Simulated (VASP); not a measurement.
MgO: single point with PBE

The system is MgO.

```
Mg O
1.0
     3.31379    0.00000    0.00000
    -1.65690    2.86983    0.00000
     0.00000    0.00000    5.12375
Mg O
2 2
Cartesian
  0.0000 0.0000 -0.0427
  0.0000 1.9132 2.5192
  0.0000 0.0000 1.9641
  0.0000 1.9132 4.5260
```

```json
{
  "Program": "VASP 6.6.1",
  "Task": "single point",
  "Functional": "PBE",
  "Potentials or basis": "VASP PAW PBE potentials, release 64 (Mg, O)",
  "Cutoff": "520 eV",
  "k mesh": "12 × 12 × 4",
  "Occupations": "gaussian, width 0.02 eV",
  "Spin": "no spin polarisation"
}
```

| Item | Value |
| --- | --- |
| Pressure | -0.4 GPa |
| Band gap on the k mesh | 3.40 eV |

Levels at points of the mesh, in eV from the valence-band top:
| k point | band 4 | band 5 | band 6 | band 7 | band 8 | band 9 | band 10 | band 11 | band 12 | band 13 |
| --- | --- | --- | --- | --- | --- | --- | --- | --- | --- | --- |
| (0.00, 0.00, 0.00) | -0.60 | -0.60 | -0.30 | -0.30 | 0.00 | 3.40 | 8.35 | 10.02 | 14.17 | 14.17 |
| (0.50, 0.00, 0.00) | -2.10 | -1.62 | -1.12 | -0.74 | -0.42 | 7.78 | 7.93 | 9.09 | 10.58 | 12.81 |
| (0.00, 0.00, 0.50) | -1.93 | -0.45 | -0.45 | -0.45 | -0.45 | 5.84 | 5.84 | 12.88 | 12.88 | 14.64 |
| (0.50, 0.00, 0.50) | -2.96 | -0.79 | -0.79 | -0.66 | -0.66 | 7.32 | 7.32 | 10.64 | 10.64 | 13.38 |

Run time: 16 s on 1 thread of Intel(R) Xeon(R) 6975P-C (Granite Rapids) (shared host), peak memory 0.2 GiB.

A k mesh can miss the band edges.
